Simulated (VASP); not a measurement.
Input of a VASP 6.6.1 run:

File INCAR:

```
PREC = Accurate
ENCUT = 500
EDIFF = 1E-7
ISMEAR = -1
SIGMA = 0.05
LREAL = False
LASPH = True
NELM = 120
ALGO = Normal
ISIF = 3
LWAVE = False
LCHARG = False
GGA = RE
IVDW = 12
IBRION = 2
NSW = 60
EDIFFG = -0.01
GGA_COMPAT = False
NELMIN = 4
```

KPOINTS

```
regular mesh
0
Gamma
  7 7 7
```

Contents of POSCAR:

```
HgTe
1.0
    0.0000000000      3.2145000000      3.2145000000
    3.2145000000      0.0000000000      3.2145000000
    3.2145000000      3.2145000000      0.0000000000
Hg Te
1 1
Direct
    0.0000000000      0.0000000000      0.0000000000
    0.7500000000      0.7500000000      0.7500000000
```

Potentials or basis: VASP PAW PBE potentials, release 64 (Hg, Te).

Command:

```sh
$ cat potpaw_PBE.64/Hg/POTCAR potpaw_PBE.64/Te/POTCAR > POTCAR
$ mpirun -np 1 vasp_std > vasp.out
```

**Question.** Estimate the relaxed cell.

**Answer.** a = 4.610 Å, b = 4.610 Å, c = 4.610 Å, α = 60.00°, β = 60.00°, γ = 60.00°.

**Question.** Predict the band gap on the k mesh.

**Answer.** Zero (filled and empty bands touch).

**Question.** What does it give for the relaxed volume?

**Answer.** 34.64 Å³/atom.

Final structure:
```
CELL_PARAMETERS angstrom
0.00000 3.25996 3.25996
3.25996 0.00000 3.25996
3.25996 3.25996 0.00000
ATOMIC_POSITIONS crystal
Hg 0.00000 0.00000 0.00000
Te 0.75000 0.75000 0.75000
```

Caveat: the PAW data sets were made with another functional, which shifts forces and pressure a little; spin-orbit coupling is left out, which moves the levels of the heavy elements; pairwise dispersion overbinds metals, which lowers pressure and volume. Zero-point motion and thermal expansion aren't in these numbers.
